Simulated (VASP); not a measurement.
Wanted: the native input for a VASP 6.6.1 run.

- Task: single point
- Functional: BLYP
- Dispersion: D4
- Potentials or basis: VASP PAW PBE potentials, release 64 (Fe)
- Cutoff: 520 eV
- k mesh: 13 × 13 × 13
- Occupations: fermi-dirac, width 0.05 eV
- Spin: collinear spin, ferromagnetic start
- Starting moments: [3.0] μB
- Dipole correction: no
- Further INCAR settings: ALGO = Fast; EDIFF = 1e-06; NBANDS = 14

The structure of Fe lies in POSCAR:

```
Fe
1.0
   -1.4333151444      1.4333151444      1.4333151444
    1.4333151444     -1.4333151444      1.4333151444
    1.4333151444      1.4333151444     -1.4333151444
Fe
1
Direct
    0.0000000000      0.0000000000      0.0000000000
```

The input as run:

INCAR

```
SYSTEM = Fe
AGGAC    = 1.0          
AGGAX    = 1.0          
ALDAC    = 0.0          
ALDAX    = 1.0          
ALGO     = Fast           ! electronic algorithm
EDIFF    = 1E-6           ! SCF threshold, eV
ENCUT    = 520            ! plane-wave cutoff, eV
GGA      = B5             ! functional
ISIF     = 2              ! what is computed and relaxed
ISMEAR   = -1             ! smearing method
ISPIN    = 2              ! spin polarisation
IVDW     = 13             ! dispersion correction
LASPH    = .TRUE.         ! aspherical terms in the spheres
LCHARG   = .FALSE.        ! write CHGCAR
LMAXMIX  = 4              ! l up to which the mixer works
LORBIT   = 11             ! projections on sites
LREAL    = .FALSE.        ! projectors in reciprocal space
LWAVE    = .FALSE.        ! write WAVECAR
MAGMOM   = 3              ! initial moments
NBANDS   = 14             ! bands
NELM     = 150            ! most SCF steps
PREC     = Accurate       ! precision mode
SIGMA    = 0.05           ! smearing width, eV
VDW_A1   = 0.44488865   
VDW_A2   = 4.0933009    
VDW_S6   = 1.0          
VDW_S8   = 2.34076671
```

KPOINTS

```
k-points
0
G
  13 13 13
  0 0 0
```

Potentials or basis: VASP PAW PBE potentials, release 64 (Fe).

Command:

```sh
$ cat potpaw_PBE.64/Fe/POTCAR > POTCAR
$ mpirun -np 1 vasp_std > vasp.out
```

It gave:

```
Pressure                                              : -8.2 GPa
Net moment                                            : 2.17 μB per cell
Site moments                                          : Fe +2.17 μB
Valence electrons inside the program's atomic spheres : Fe 7.24
Dispersion energy per atom                            : -0.653 eV
```

Caveat: the cell stands under tension; the PAW data sets were made with another functional, which shifts forces and pressure a little.

It took 75 s on 1 thread of AMD EPYC 7R13, on a shared host, peak memory 0.11 GiB.
